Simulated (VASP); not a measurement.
# Co (Fd-3m) in VASP: a series of runs, part 3 of 3

VASP 6.6.1. Earlier steps stand in the parts before.

### Step 4. Single point, BLYP (volume scaled by 0.92)

Contents of INCAR:

```
PREC = Accurate
ENCUT = 520
EDIFF = 1E-6
ISMEAR = -1
SIGMA = 0.1
LREAL = False
LASPH = True
NELM = 100
ALGO = Normal
ISIF = 2
LWAVE = False
LCHARG = False
GGA = B5
ALDAX = 1.0
AGGAX = 1.0
AGGAC = 1.0
ALDAC = 0.0
NBANDS = 16
```

Contents of KPOINTS:

```
Automatic mesh
0
Gamma
  12 12 12
```

Contents of POSCAR:

```
Co
1.0
    0.0000000000      2.4328788635      2.4328788635
    2.4328788635      0.0000000000      2.4328788635
    2.4328788635      2.4328788635      0.0000000000
Co
2
Direct
    0.1250000000      0.1250000000      0.1250000000
    0.8750000000      0.8750000000      0.8750000000
```

Potentials or basis: VASP PAW PBE potentials, release 64 (Co).

Started as:

```console
> cat potpaw_PBE.64/Co/POTCAR > POTCAR
> mpirun -np 1 vasp_std > vasp.out
```

OUTCAR:

```text
PREC = Accurate
   ENCUT = 520
   EDIFF = 1E-6
   ISMEAR = -1
   LREAL = False
   LASPH = True
   NELM = 100
   ISIF = 2
   GGA = B5

 ion  position               nearest neighbor table
   1  0.125  0.125  0.125-   2 2.11   2 2.11   2 2.11   2 2.11
   2  0.875  0.875  0.875-   1 2.11   1 2.11   1 2.11   1 2.11

  LATTYP: Found a face centered cubic cell.
 ALAT       =     4.8657577270

  Lattice vectors:

 A1 = (   0.0000000000,   2.4328788635,   2.4328788635)
 A2 = (   2.4328788635,   0.0000000000,   2.4328788635)
 A3 = (   2.4328788635,   2.4328788635,   0.0000000000)

Analysis of symmetry for initial positions (statically):
=====================================================================
 Subroutine PRICEL returns:
 Original cell was already a primitive cell.

 Routine SETGRP: Setting up the symmetry group for a
 face centered cubic supercell.

 Subroutine GETGRP returns: Found 48 space group operations
 (whereof 12 operations were pure point group operations)
 out of a pool of 48 trial point group operations.

The static configuration has the point symmetry D_3d.
 The point group associated with its full space group is O_h .

Analysis of symmetry for dynamics (positions and initial velocities):
=====================================================================
 Subroutine PRICEL returns:
 Original cell was already a primitive cell.

 Routine SETGRP: Setting up the symmetry group for a
 face centered cubic supercell.

 Subroutine GETGRP returns: Found 48 space group operations
 (whereof 12 operations were pure point group operations)
 out of a pool of 48 trial point group operations.

The dynamic configuration has the point symmetry D_3d.
 The point group associated with its full space group is O_h .

 Subroutine INISYM returns: Found 48 space group operations
 (whereof 12 operations are pure point group operations),
 and found     1 'primitive' translations

----------------------------------------------------------------------------------------

                                     Primitive cell

  volume of cell :      28.7999

  direct lattice vectors                    reciprocal lattice vectors
     0.000000000  2.432878864  2.432878864    -0.205517836  0.205517836  0.205517836
     2.432878864  0.000000000  2.432878864     0.205517836 -0.205517836  0.205517836
     2.432878864  2.432878864  0.000000000     0.205517836  0.205517836 -0.205517836

  length of vectors
     3.440610284  3.440610284  3.440610284     0.355967334  0.355967334  0.355967334

  position of ions in fractional coordinates (direct lattice)
     0.125000000  0.125000000  0.125000000
     0.875000000  0.875000000  0.875000000

  ion indices of the primitive-cell ions
   primitive index   ion index
                 1           1
                 2           2

----------------------------------------------------------------------------------------

 KPOINTS: Automatic mesh

Automatic generation of k-mesh.
 Grid dimensions read from file:
 generate k-points for:   12   12   12

 Generating k-lattice:

  Cartesian coordinates                     Fractional coordinates (reciprocal lattice)
    -0.017126486  0.017126486  0.017126486     0.083333333  0.000000000  0.000000000
     0.017126486 -0.017126486  0.017126486     0.000000000  0.083333333  0.000000000
     0.017126486  0.017126486 -0.017126486     0.000000000  0.000000000  0.083333333

  Length of vectors
     0.029663945  0.029663945  0.029663945

  Shift w.r.t. Gamma in fractional coordinates (k-lattice)
     0.000000000  0.000000000  0.000000000

 Subroutine IBZKPT returns following result:
 ===========================================

 Found     72 irreducible k-points:

 Following reciprocal coordinates:
            Coordinates               Weight
  0.000000  0.000000  0.000000      1.000000
  0.083333  0.000000  0.000000      8.000000
  0.166667  0.000000  0.000000      8.000000
  0.250000  0.000000  0.000000      8.000000
  0.333333  0.000000  0.000000      8.000000
  0.416667  0.000000  0.000000      8.000000
[... 16 lines left out ...]
  0.500000  0.166667  0.000000     24.000000
 -0.416667  0.166667  0.000000     24.000000
 [... further k-points ...]
   k-points           NKPTS =     72   k-points in BZ     NKDIM =     72   number of bands    NBANDS=     16
   number of dos      NEDOS =    301   number of ions     NIONS =      2
   total plane-waves  NPLWV =  21952
   dimension x,y,z NGX =    28 NGY =   28 NGZ =   28
   dimension x,y,z NGXF=    56 NGYF=   56 NGZF=   56
   ions per type =               2
   NGX,Y,Z   is equivalent  to a cutoff of  13.53, 13.53, 13.53 a.u.
   NGXF,Y,Z  is equivalent  to a cutoff of  27.06, 27.06, 27.06 a.u.
 SYSTEM =  unknown system
   PREC   = accura    normal or accurate (medium, high low for compatibility)
   ISTART =      0    job   : 0-new  1-cont  2-samecut
   ICHARG =      2    charge: 1-file 2-atom 10-const
   ISPIN  =      1    spin polarized calculation?
   LNONCOLLINEAR =      F non collinear calculations
   LSORBIT =      F    spin-orbit coupling
   LASPH  =      T    aspherical Exc in radial PAW
   ENCUT  =  520.0 eV  38.22 Ry    6.18 a.u.   6.40  6.40  6.40*2*pi/ulx,y,z
   NELM   =    100;   NELMIN=  2; NELMDL= -5     # of ELM steps
   EDIFF  = 0.1E-05   stopping-criterion for ELM
   LREAL  =      F    real-space projection
   EDIFFG = 0.1E-04   stopping-criterion for IOM
   NSW    =      0    number of steps for IOM
   IBRION =     -1    ionic relax: 0-MD 1-quasi-New 2-CG
   NFREE  =      0    steps in history (QN), initial steepest desc. (CG)
   ISIF   =      2    stress and relaxation
   ISYM   =      2    0-nonsym 1-usesym 2-fastsym
   POTIM  = 0.5000    time-step for ionic-motion
   TEBEG  =    0.0;   TEEND  =   0.0 temperature during run
   PSTRESS=    0.0 pullay stress
   NELECT =      18.0000    total number of electrons
   NUPDOWN=      -1.0000    fix difference up-down
   EMIN   =  10.00;   EMAX   =-10.00  energy-range for DOS
   EFERMI =   0.00;   METHOD = LEGACY
   ISMEAR =    -1;   SIGMA  =   0.10  broadening in eV -4-tet -1-fermi 0-gaus
   EFERMI_NEDOS =   21; number of points for ismear=-14 and -15
   IALGO  =     38    algorithm
   IMIX   =      4    mixing-type and parameters
     AMIX     =   0.40;   BMIX     =  1.00
     AMIX_MAG =   1.60;   BMIX_MAG =  1.00
  volume/ion in A,a.u.               =      14.40        97.18
  Fermi-wavevector in a.u.,A,eV,Ry     =   1.399701  2.645051 26.656018  1.959162
  Thomas-Fermi vector in A             =   2.522734
   LORBIT       =      0    0 simple, 1 ext, 2 COOP (PROOUT), +10 PAW based schemes
   GGA     = B5    functional components
   LHFCALC =     F    Hartree Fock is set to
   AEXX    =    0.0000 exact exchange contribution
   IVDW    =     0    specifies the selected vdW correction
   LEPSILON=     F    determine dielectric tensor
   LRPA    =     F    only Hartree local field effects (RPA)
 non-spin polarized calculation
  energy-cutoff  :      520.00
  volume of cell :       28.80
 maximum number of plane-waves:       794
 NGX is ok and might be reduce to    28
   NGX = 13   NGY = 13   NGZ = 13

 number of electron      17.9999994 magnetization

 Free energy of the ion-electron system (eV)
  ---------------------------------------------------
  ext. energy  EPLUGINS =         0.00000000
  ---------------------------------------------------
  free energy    TOTEN  =       -10.11014302 eV

  energy without entropy =       -9.97250528  energy(sigma->0) =      -10.04132415

 E-fermi :   7.1842     XC(G=0): -10.8913

 val. band max:        7.1689982715   @ k =   0.3333   0.1667   0.0833
 cond. band min:       7.1975718942   @ k =  -0.1667   0.1667   0.0000
 fundamental gap:      0.0285736227
 Fermi energy:         7.1841997462

 k-point     1 :       0.0000    0.0000    0.0000
  band No.  band energies     occupation
      1       0.2518      2.00000
      2       4.0112      2.00000
      3       4.0112      2.00000
      4       4.2223      2.00000
      5       4.2223      2.00000
      6       4.2223      2.00000
[... 8 lines left out ...]
     15      21.1093      0.00000
     16      21.1093      0.00000
[... 419 lines left out ...]
 k-point    24 :      -0.4167    0.1667    0.0000
  band No.  band energies     occupation
      1       3.4618      2.00000
      2       3.8458      2.00000
      3       3.9478      2.00000
      4       4.1338      2.00000
      5       4.6365      2.00000
      6       4.7178      2.00000
[... 8 lines left out ...]
     15      19.1862      0.00000
     16      23.1831      0.00000

 [... further k-points ...]
[... 5 lines left out ...]
  --------------------------------------------------------------------------------------
  -------------------------------------------------------------------------------------
  Total        1.9045300      1.9045300      1.9045300      0.0000000      0.0000000      0.0000000
  in kB      105.9514608    105.9514608    105.9514608      0.0000000      0.0000000      0.0000000
  external PRESSURE =     105.9514608 kB  Pullay stress =       0.0000000 kB

 VOLUME and BASIS-vectors are now :
 -----------------------------------------------------------------------------
  energy-cutoff  :      520.00
  volume of cell :       28.80
      direct lattice vectors                 reciprocal lattice vectors
     0.000000000  2.432878864  2.432878864    -0.205517836  0.205517836  0.205517836
     2.432878864  0.000000000  2.432878864     0.205517836 -0.205517836  0.205517836
     2.432878864  2.432878864  0.000000000     0.205517836  0.205517836 -0.205517836

 POSITION                                       TOTAL-FORCE (eV/Angst)
 -----------------------------------------------------------------------------------
      0.60822      0.60822      0.60822        -0.000000     -0.000000     -0.000000
      4.25754      4.25754      4.25754         0.000000      0.000000      0.000000
 -----------------------------------------------------------------------------------
    total drift:                                0.000000     -0.000000     -0.000000

  FREE ENERGIE OF THE ION-ELECTRON SYSTEM (eV)
  ---------------------------------------------------
  free  energy   TOTEN  =       -10.1101430220 eV

  energy  without entropy=       -9.9725052822  energy(sigma->0) =      -10.04132415
```

It took 30 s on 1 thread of Intel Xeon 6975P-C, shared host; peak memory 0.17 GiB.

What came out:

- Free energy: -10.1101 eV
- Pressure: 10.6 GPa
- Band gap on the k mesh: zero (band 9 reaches 7.68 eV, above the bottom of band 10 at 6.90 eV)

Caveat: the PAW data sets were made with another functional, which shifts forces and pressure a little; the run has no spin polarisation, though such a crystal can be magnetic. Spin polarisation is off, so any magnetic state and its effect on volume and gap are missing.

### Step 5. Summary

```csv
cell,k mesh,gap on the mesh (eV),pressure (GPa)
"a = 3.538 Å, angles 60.0°, 2 atoms",11 × 11 × 11,none,-0.4
"a = 3.390 Å, angles 60.0°, 2 atoms",12 × 12 × 12,none,18.3
"a = 3.441 Å, angles 60.0°, 2 atoms",12 × 12 × 12,none,10.6
```

Alike in all rows: task single point; level BLYP; potentials or basis VASP PAW PBE potentials, release 64 (Co); no spin polarisation; cutoff (eV) 520; smearing fermi-dirac 0.1 eV.

Caveats: the PAW data sets were made with another functional, which shifts forces and pressure a little; the run has no spin polarisation, though such a crystal can be magnetic.

Absolute energies hang on the potentials; compare differences alone.
